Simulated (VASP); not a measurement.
# Ge5F (Cmmm) in VASP: a series of runs

Runs on Ge5F. Level: PBE. Tasks: single point.

All numbers are computed with VASP 6.6.1; they aren't measurements. Logs are shortened: lines on timing, memory, paths and dates and some standing lists are left out, and cuts for length are marked.

## (1) The cell of the first run

The structure is orthorhombic, space group Cmmm (No. 65). The conventional cell has a = 8.418 Å, b = 8.505 Å, c = 4.121 Å, α = 90.00°, β = 90.00°, γ = 90.00°. Within 3.3 Å of Ge (site symmetry m) lie 3 Ge at 2.46 to 2.50 Å and 2 F at 3.22 to 3.26 Å. Within 2.7 Å of Ge (site symmetry mmm) lie 2 F at 2.06 Å. F (site symmetry mmm) has 2 Ge at 2.06 Å within 2.7 Å.

The cell was generated, and may not be a known phase.

## (2) Single point, PBE

INCAR reads:

```
  ALGO = Normal
  EDIFF = 1E-6
  ENCUT = 520
  GGA = PE
  ISIF = 2
  ISMEAR = 0
  LASPH = T
  LCHARG = T
  LELF = T
  LREAL = F
  LVHAR = T
  LWAVE = F
  NBANDS = 48
  NELM = 100
  PREC = Accurate
  SIGMA = 0.1
```

KPOINTS reads:

```
k-points
0
Gamma
  4 4 4
```

POSCAR reads:

```
Ge5F
1.0
    4.2087865650     -4.2527466201      0.0000000000
    4.2087865650      4.2527466201      0.0000000000
    0.0000000000      0.0000000000      4.1205484727
Ge F
5 1
Direct
    0.2912930074      0.0014228691      0.5000000000
    0.7087069926      0.9985771309      0.5000000000
    0.9985771309      0.7087069926      0.5000000000
    0.0014228691      0.2912930074      0.5000000000
    0.5000000000      0.5000000000      0.0000000000
    0.5000000000      0.5000000000      0.5000000000
```

Potentials or basis: VASP PAW PBE potentials, release 64 (Ge_d, F).

Command:

```
> cat potpaw_PBE.64/Ge_d/POTCAR potpaw_PBE.64/F/POTCAR > POTCAR
> mpirun -np 1 vasp_std > vasp.out
```

OUTCAR:

```text
EDIFF = 1E-6
   ENCUT = 520
   GGA = PE
   ISIF = 2
   ISMEAR = 0
   LASPH = T
   LREAL = F
   NELM = 100
   PREC = Accurate

 ion  position               nearest neighbor table
   1  0.291  0.001  0.500-   3 2.46   4 2.47   2 2.50
   2  0.709  0.999  0.500-   4 2.46   3 2.47   1 2.50
   3  0.999  0.709  0.500-   1 2.46   2 2.47   4 2.50
   4  0.001  0.291  0.500-   2 2.46   1 2.47   3 2.50
   5  0.500  0.500  0.000-   6 2.06   6 2.06
   6  0.500  0.500  0.500-   5 2.06   5 2.06

  LATTYP: Found a base centered orthorhombic cell.
 ALAT       =     8.4175731300
 B/A-ratio  =     1.0104448288
 C/A-ratio  =     0.4895173952

  Lattice vectors:

 A1 = (   4.2087865650,  -4.2527466201,   0.0000000000)
 A2 = (   4.2087865650,   4.2527466201,   0.0000000000)
 A3 = (   0.0000000000,   0.0000000000,   4.1205484727)

Analysis of symmetry for initial positions (statically):
=====================================================================
 Subroutine PRICEL returns:
 Original cell was already a primitive cell.

 Routine SETGRP: Setting up the symmetry group for a
 base centered orthorhombic supercell.

 Subroutine GETGRP returns: Found  8 space group operations
 (whereof  8 operations were pure point group operations)
 out of a pool of  8 trial point group operations.

The static configuration has the point symmetry D_2h.

Analysis of symmetry for dynamics (positions and initial velocities):
=====================================================================
 Subroutine PRICEL returns:
 Original cell was already a primitive cell.

 Routine SETGRP: Setting up the symmetry group for a
 base centered orthorhombic supercell.

 Subroutine GETGRP returns: Found  8 space group operations
 (whereof  8 operations were pure point group operations)
 out of a pool of  8 trial point group operations.

The dynamic configuration has the point symmetry D_2h.

 Subroutine INISYM returns: Found  8 space group operations
 (whereof  8 operations are pure point group operations),
 and found     1 'primitive' translations

----------------------------------------------------------------------------------------

                                     Primitive cell

  volume of cell :     147.5066

  direct lattice vectors                    reciprocal lattice vectors
     4.208786565 -4.252746620  0.000000000     0.118799087 -0.117571077  0.000000000
     4.208786565  4.252746620  0.000000000     0.118799087  0.117571077  0.000000000
     0.000000000  0.000000000  4.120548473     0.000000000  0.000000000  0.242686139

  length of vectors
     5.983288240  5.983288240  4.120548473     0.167141201  0.167141201  0.242686139

  position of ions in fractional coordinates (direct lattice)
     0.291293007  0.001422869  0.500000000
     0.708706993  0.998577131  0.500000000
     0.998577131  0.708706993  0.500000000
     0.001422869  0.291293007  0.500000000
     0.500000000  0.500000000  0.000000000
     0.500000000  0.500000000  0.500000000

  ion indices of the primitive-cell ions
   primitive index   ion index
                 1           1
                 2           2
                 3           3
                 4           4
                 5           5
                 6           6

----------------------------------------------------------------------------------------

 KPOINTS: k-points

Automatic generation of k-mesh.
 Grid dimensions read from file:
 generate k-points for:    4    4    4

 Generating k-lattice:

  Cartesian coordinates                     Fractional coordinates (reciprocal lattice)
     0.029699772 -0.029392769  0.000000000     0.250000000  0.000000000  0.000000000
     0.029699772  0.029392769  0.000000000     0.000000000  0.250000000  0.000000000
     0.000000000  0.000000000  0.060671535     0.000000000  0.000000000  0.250000000

  Length of vectors
     0.041785300  0.041785300  0.060671535

  Shift w.r.t. Gamma in fractional coordinates (k-lattice)
     0.000000000  0.000000000  0.000000000

 Subroutine IBZKPT returns following result:
 ===========================================

 Found     21 irreducible k-points:

 Following reciprocal coordinates:
            Coordinates               Weight
  0.000000  0.000000  0.000000      1.000000
  0.250000  0.000000  0.000000      4.000000
  0.500000  0.000000  0.000000      2.000000
  0.250000  0.250000  0.000000      2.000000
  0.500000  0.250000  0.000000      4.000000
 -0.250000  0.250000  0.000000      2.000000
[... 13 lines left out ...]
 -0.250000  0.250000  0.500000      2.000000
  0.500000  0.500000  0.500000      1.000000
   k-points           NKPTS =     21   k-points in BZ     NKDIM =     21   number of bands    NBANDS=     48
   number of dos      NEDOS =    301   number of ions     NIONS =      6
   total plane-waves  NPLWV =  73728
   dimension x,y,z NGX =    48 NGY =   48 NGZ =   32
   dimension x,y,z NGXF=    96 NGYF=   96 NGZF=   64
   ions per type =               5   1
   NGX,Y,Z   is equivalent  to a cutoff of  13.34, 13.34, 12.91 a.u.
   NGXF,Y,Z  is equivalent  to a cutoff of  26.67, 26.67, 25.82 a.u.
 SYSTEM =  unknown system
   PREC   = accura    normal or accurate (medium, high low for compatibility)
   ISTART =      0    job   : 0-new  1-cont  2-samecut
   ICHARG =      2    charge: 1-file 2-atom 10-const
   ISPIN  =      1    spin polarized calculation?
   LNONCOLLINEAR =      F non collinear calculations
   LSORBIT =      F    spin-orbit coupling
   LASPH  =      T    aspherical Exc in radial PAW
   ENCUT  =  520.0 eV  38.22 Ry    6.18 a.u.  11.12 11.12  7.66*2*pi/ulx,y,z
   NELM   =    100;   NELMIN=  2; NELMDL= -5     # of ELM steps
   EDIFF  = 0.1E-05   stopping-criterion for ELM
   LREAL  =      F    real-space projection
   EDIFFG = 0.1E-04   stopping-criterion for IOM
   NSW    =      0    number of steps for IOM
   IBRION =     -1    ionic relax: 0-MD 1-quasi-New 2-CG
   NFREE  =      0    steps in history (QN), initial steepest desc. (CG)
   ISIF   =      2    stress and relaxation
   ISYM   =      2    0-nonsym 1-usesym 2-fastsym
   POTIM  = 0.5000    time-step for ionic-motion
   TEBEG  =    0.0;   TEEND  =   0.0 temperature during run
   PSTRESS=    0.0 pullay stress
   NELECT =      77.0000    total number of electrons
   NUPDOWN=      -1.0000    fix difference up-down
   EMIN   =  10.00;   EMAX   =-10.00  energy-range for DOS
   EFERMI =   0.00;   METHOD = LEGACY
   ISMEAR =     0;   SIGMA  =   0.10  broadening in eV -4-tet -1-fermi 0-gaus
   EFERMI_NEDOS =   21; number of points for ismear=-14 and -15
   IALGO  =     38    algorithm
   IMIX   =      4    mixing-type and parameters
     AMIX     =   0.40;   BMIX     =  1.00
     AMIX_MAG =   1.60;   BMIX_MAG =  1.00
  volume/ion in A,a.u.               =      24.58       165.90
  Fermi-wavevector in a.u.,A,eV,Ry     =   1.318159  2.490960 23.640724  1.737544
  Thomas-Fermi vector in A             =   2.448149
   LORBIT       =      0    0 simple, 1 ext, 2 COOP (PROOUT), +10 PAW based schemes
   GGA     = PE    functional components
   LHFCALC =     F    Hartree Fock is set to
   AEXX    =    0.0000 exact exchange contribution
   IVDW    =     0    specifies the selected vdW correction
   LEPSILON=     F    determine dielectric tensor
   LRPA    =     F    only Hartree local field effects (RPA)
 non-spin polarized calculation
 Gauss-broadening in eV      SIGMA  =   0.10
  energy-cutoff  :      520.00
  volume of cell :      147.51
 maximum number of plane-waves:      3991
 NGX is ok and might be reduce to    48
   NGX = 23   NGY = 23   NGZ = 15

 number of electron      77.0000017 magnetization

 Free energy of the ion-electron system (eV)
  ---------------------------------------------------
  ext. energy  EPLUGINS =         0.00000000
  ---------------------------------------------------
  free energy    TOTEN  =       -23.66164459 eV

  energy without entropy =      -23.64647541  energy(sigma->0) =      -23.65406000

 E-fermi :   3.1312     XC(G=0):  -9.2371

 val. band max:        3.1261947026   @ k =   0.5000   0.2500   0.2500
 cond. band min:       3.2076241684   @ k =   0.0000   0.0000   0.0000
 fundamental gap:      0.0814294658
 Fermi energy:         3.1312378290

 k-point     1 :       0.0000    0.0000    0.0000
  band No.  band energies     occupation
      1     -22.7087      2.00000
      2     -22.3534      2.00000
      3     -22.3527      2.00000
      4     -22.3336      2.00000
      5     -22.3332      2.00000
      6     -21.5984      2.00000
[... 40 lines left out ...]
     47       9.5017      0.00000
     48       9.8622      0.00000

 k-point     2 :       0.2500    0.0000    0.0000
  band No.  band energies     occupation
      1     -22.7087      2.00000
      2     -22.3534      2.00000
      3     -22.3527      2.00000
      4     -22.3336      2.00000
      5     -22.3332      2.00000
      6     -21.5842      2.00000
[... 40 lines left out ...]
     47       9.4213      0.00000
     48       9.6695      0.00000

 k-point     3 :       0.5000    0.0000    0.0000
  band No.  band energies     occupation
      1     -22.7086      2.00000
      2     -22.3534      2.00000
      3     -22.3527      2.00000
      4     -22.3336      2.00000
      5     -22.3332      2.00000
      6     -21.5763      2.00000
[... 40 lines left out ...]
     47       8.7860      0.00000
     48       8.8126      0.00000

 k-point     4 :       0.2500    0.2500    0.0000
  band No.  band energies     occupation
      1     -22.7087      2.00000
      2     -22.3534      2.00000
      3     -22.3527      2.00000
      4     -22.3336      2.00000
      5     -22.3332      2.00000
      6     -21.5864      2.00000
[... 805 lines left out ...]
     47       8.7437      0.00000
     48       9.1057      0.00000

 k-point    20 :      -0.2500    0.2500    0.5000
  band No.  band energies     occupation
      1     -22.3931      2.00000
      2     -22.3560      2.00000
      3     -22.3553      2.00000
      4     -22.3336      2.00000
      5     -22.3331      2.00000
      6     -21.5878      2.00000
[... 40 lines left out ...]
     47       8.3049      0.00000
     48       9.2248      0.00000

 k-point    21 :       0.5000    0.5000    0.5000
  band No.  band energies     occupation
      1     -22.3930      2.00000
      2     -22.3560      2.00000
      3     -22.3553      2.00000
      4     -22.3335      2.00000
      5     -22.3331      2.00000
      6     -21.6103      2.00000
[... 40 lines left out ...]
     47       8.4712      0.00000
     48       8.5190      0.00000

------------------------ aborting loop because EDIFF is reached ----------------------------------------

  FORCE on cell =-STRESS in cart. coord.  units (eV):
  Direction    XX          YY          ZZ          XY          YZ          ZX
  --------------------------------------------------------------------------------------
  -------------------------------------------------------------------------------------
  Total        0.0513181     -0.1331094      0.0496545     -0.0000000      0.0000000      0.0000000
  in kB        0.5574041     -1.4457986      0.5393335     -0.0000000      0.0000000      0.0000000
  external PRESSURE =      -0.1163537 kB  Pullay stress =       0.0000000 kB

 VOLUME and BASIS-vectors are now :
 -----------------------------------------------------------------------------
  energy-cutoff  :      520.00
  volume of cell :      147.51
      direct lattice vectors                 reciprocal lattice vectors
     4.208786565 -4.252746620  0.000000000     0.118799087 -0.117571077  0.000000000
     4.208786565  4.252746620  0.000000000     0.118799087  0.117571077  0.000000000
     0.000000000  0.000000000  4.120548473     0.000000000  0.000000000  0.242686139

 POSITION                                       TOTAL-FORCE (eV/Angst)
 -----------------------------------------------------------------------------------
      1.23198     -1.23274      2.06027        -0.006349      0.003573      0.000000
      7.18559      1.23274      2.06027         0.006349     -0.003573     -0.000000
      7.18559     -1.23274      2.06027         0.006349      0.003573      0.000000
      1.23198      1.23274      2.06027        -0.006349     -0.003573     -0.000000
      4.20879      0.00000      0.00000         0.000000      0.000000      0.000000
      4.20879      0.00000      2.06027         0.000000      0.000000      0.000000
 -----------------------------------------------------------------------------------
    total drift:                                0.000000      0.000000     -0.000000

  FREE ENERGIE OF THE ION-ELECTRON SYSTEM (eV)
  ---------------------------------------------------
  free  energy   TOTEN  =       -23.6616445907 eV

  energy  without entropy=      -23.6464754116  energy(sigma->0) =      -23.65406000
```

It took 3.9 min on 1 thread of AMD EPYC 7R13, shared host; peak memory 0.28 GiB.

What came out:

- Free energy: -23.6616 eV
- Pressure: 0.0 GPa
- Largest force: 0.007 eV/Å
- Band gap on the k mesh: zero (an odd number of electrons rules out a gap without spin polarisation)

Forces on the atoms (eV/Å):
```
Ge  -0.006  0.004  0.000
Ge   0.006 -0.004  0.000
Ge   0.006  0.004  0.000
Ge  -0.006 -0.004  0.000
Ge   0.000  0.000  0.000
F    0.000  0.000  0.000
```

Caveat: the k points lie up to 0.38 Å⁻¹ apart, too coarse for converged energies and pressures of a metal; an odd number of electrons without spin polarisation forces a metal; a magnetic or distorted state may lie lower.

## (3) Single point, PBE

This run uses another cell than the first one, of 24.43 Å³/atom.

INCAR reads:

```
SYSTEM = Ge5F
PREC     = Accurate       ! precision mode
ENCUT    = 520            ! plane-wave cutoff, eV
EDIFF    = 1E-6           ! SCF threshold, eV
ISMEAR   = 0              ! smearing method
SIGMA    = 0.1            ! smearing width, eV
LREAL    = .False.        ! projectors in reciprocal space
LASPH    = .True.         ! aspherical terms in the spheres
NELM     = 60             ! most SCF steps
ALGO     = Normal         ! electronic algorithm
ISIF     = 2              ! what is computed and relaxed
LWAVE    = .False.        ! write WAVECAR
LCHARG   = .False.        ! write CHGCAR
GGA      = PE             ! functional
NBANDS   = 48             ! bands
```

KPOINTS reads:

```
regular mesh
0
Gamma
  6 6 10
  0 0 0
```

POSCAR reads:

```
Ge5F
1.0
    4.2076203917     -4.2236176902      0.0000000000
    4.2076203917      4.2236176902      0.0000000000
    0.0000000000      0.0000000000      4.1234601840
Ge F
5 1
Direct
    0.2914038287      0.0004966840      0.5000000000
    0.7085961713      0.9995033160      0.5000000000
    0.9995033160      0.7085961713      0.5000000000
    0.0004966840      0.2914038287      0.5000000000
    0.5000000000      0.5000000000      0.0000000000
    0.5000000000      0.5000000000      0.5000000000
```

Potentials or basis: VASP PAW PBE potentials, release 64 (Ge_d, F).

Command:

```
> cat potpaw_PBE.64/Ge_d/POTCAR potpaw_PBE.64/F/POTCAR > POTCAR
> mpirun -np 1 vasp_std > vasp.out
```

Wall time 12 min (1 thread of AMD EPYC 7R13, shared host); peak memory 0.49 GiB.

The run converged. Its results:

```
Free energy            : -23.5793 eV
Pressure               : 0.0 GPa
Band gap on the k mesh : zero (an odd number of electrons rules out a gap without spin polarisation)
```

Forces on the atoms (eV/Å):
```
Ge  -0.002  0.002  0.000
Ge   0.002 -0.002  0.000
Ge   0.002  0.002  0.000
Ge  -0.002 -0.002  0.000
Ge   0.000  0.000  0.000
F    0.000  0.000  0.000
```

Stress tensor (GPa, compression positive):
```
-0.06  0.00  0.00
 0.00 -0.11  0.00
 0.00  0.00  0.08
```

Levels at points of the mesh, in eV from the Fermi level:
| k point | band 37 | band 38 | band 39 | band 40 | band 41 | band 42 |
| --- | --- | --- | --- | --- | --- | --- |
| (0.00, 0.00, 0.00) | -0.98 | -0.02 | 0.01 | 2.32 | 2.73 | 2.73 |
| (0.50, 0.00, 0.00) | -0.55 | -0.51 | 0.69 | 1.13 | 1.61 | 2.21 |
| (0.50, 0.50, 0.00) | -1.79 | 0.27 | 0.68 | 0.68 | 0.77 | 0.78 |
| (0.00, 0.00, 0.50) | -1.48 | -0.85 | -0.82 | -0.30 | 1.59 | 1.59 |
| (0.50, 0.00, 0.50) | -1.85 | -1.18 | -0.23 | 0.09 | 0.39 | 0.57 |
| (0.50, 0.50, 0.50) | -2.27 | -2.15 | -1.56 | -1.54 | 1.80 | 1.91 |

Caveat: an odd number of electrons without spin polarisation forces a metal; a magnetic or distorted state may lie lower.

The gap in the log of VASP goes by the Fermi energy; the results here count the filled bands.